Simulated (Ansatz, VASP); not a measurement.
**Two plane-wave programs on Nb**

File INCAR:

```
PREC = Accurate ; ENCUT = 500
EDIFF = 1E-6 ; ISMEAR = 0
SIGMA = 0.1 ; LREAL = False
LASPH = True ; NELM = 120
ALGO = Normal ; ISIF = 2
LWAVE = False ; LCHARG = False
GGA = PE ; NBANDS = 12
GGA_COMPAT = False
```

The input KPOINTS:

```
Automatic mesh
0
Gamma
  6 6 6
```

File POSCAR:

```
Nb
1.0
   -1.6588161896      1.6588161896      1.6588161896
    1.6588161896     -1.6588161896      1.6588161896
    1.6588161896      1.6588161896     -1.6588161896
Nb
1
Direct
    0.0000000000      0.0000000000      0.0000000000
```

Input for Ansatz:

```yaml
crystal:
  lattice:
    - [-1.6588161896, 1.6588161896, 1.6588161896]
    - [1.6588161896, -1.6588161896, 1.6588161896]
    - [1.6588161896, 1.6588161896, -1.6588161896]
  atoms:
    - { symbol: Nb, position: [0.0, 0.0, 0.0] }
basis:
  ecutwfc: 420
kpoints:
  mp_grid: { grid: [6, 6, 6] }
hamiltonian:
  xc: pbe
scf:
  occupations: { method: gaussian, width: 0.1 }
output:
  forces: true
  stress: true
  eigenvalues: true
```

Alike in both runs: task single point; functional PBE; k mesh 6 × 6 × 6; occupations gaussian, width 0.1 eV; no spin polarisation.

|  | VASP | Ansatz |
| --- | --- | --- |
| version | VASP 6.6.1 | Ansatz 0.2.0 |
| potentials or method | VASP PAW PBE potentials, release 64 (Nb_sv), cutoff 500 eV | scalar-relativistic, plane waves, PAW |
| valence electrons in the cell | 13 | 13 |

```tsv
	VASP	Ansatz	Ansatz less VASP
gap on the k mesh at the Fermi level (eV)	none	none	-
pressure (GPa)	-4.3	-3.9	+0.34
```

A gap of «none» marks a metal or a gap that the smearing closes.

The k mesh is coarse, so the values compare programs but aren't converged.
